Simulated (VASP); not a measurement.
Input of a VASP 6.6.1 run:

Contents of INCAR:

```
PREC = Accurate
ENCUT = 520
EDIFF = 1E-7
ISMEAR = -1
SIGMA = 0.05
LREAL = F
LASPH = T
NELM = 150
ALGO = Normal
ISIF = 2
LWAVE = F
LCHARG = F
ISPIN = 2
MAGMOM = 1
LORBIT = 11
LMAXMIX = 4
GGA = PE
NBANDS = 15
```

Contents of KPOINTS:

```
regular mesh
0
Gamma
  10 10 10
```

POSCAR

```
Ni
1.0
    0.0000000000      1.7375729330      1.7375729330
    1.7375729330      0.0000000000      1.7375729330
    1.7375729330      1.7375729330      0.0000000000
Ni
1
Direct
    0.0000000000      0.0000000000      0.0000000000
```

Potentials or basis: VASP PAW PBE potentials, release 64 (Ni).

Launch:

```bash
$ cat potpaw_PBE.64/Ni/POTCAR > POTCAR
$ mpirun -np 1 vasp_std > vasp.out
```

Predict the net moment.

0.70 μB per cell.

Predict the pressure.

8.4 GPa.

Caveat: the cell stands under pressure.
